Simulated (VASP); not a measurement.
H4CN2O, 16 atoms in the cell. Symmetry: P-42_1m, No. 113, tetragonal system. Conventional cell: a = 5.483 Å, b = 5.483 Å, c = 4.658 Å, α = 90.00°, β = 90.00°, γ = 90.00°. Within 1.4 Å of H (site symmetry m) lie 1 N at 1.01 Å. H (site symmetry m) has 1 N at 1.01 Å within 1.4 Å. C (site symmetry 2mm) has 1 O at 1.26 Å and 2 N at 1.34 Å within 1.7 Å. Within 1.4 Å of N (site symmetry m) lie 2 H at 1.01 Å and 1 C at 1.34 Å. Within 1.7 Å of O (site symmetry 2mm) lie 1 C at 1.26 Å. 

- Program: VASP 6.6.1
- Task: single point
- Functional: r2SCAN
- Dispersion: D3(BJ)
- Potentials or basis: VASP PAW PBE potentials, release 64 (H, C, N, O)
- Cutoff: 520 eV
- k mesh: 4 × 4 × 6
- Occupations: gaussian, width 0.02 eV
- Spin: no spin polarisation
- Dipole correction: no
- Further INCAR settings: LREAL = Auto; ALGO = Normal; EDIFF = 1e-06; NBANDS = 38

Potentials or basis: VASP PAW PBE potentials, release 64 (H, C, N, O).

The run is started by

```sh
$ cat potpaw_PBE.64/H/POTCAR potpaw_PBE.64/C/POTCAR potpaw_PBE.64/N/POTCAR potpaw_PBE.64/O/POTCAR > POTCAR
$ cp INCAR.step1 INCAR
$ mpirun -np 1 vasp_std > vasp.out
$ cp INCAR.step2 INCAR
$ mpirun -np 1 vasp_std > vasp.out
```

Hardware: 1 thread of Intel(R) Xeon(R) Platinum 8488C (Sapphire Rapids) (shared host).

Q: Estimate the wall time of this run.

A: Wall time 5.1 min on 1 thread of Intel(R) Xeon(R) Platinum 8488C (Sapphire Rapids), with other jobs on the host, peak memory 0.3 GiB. Counts: k points 24.
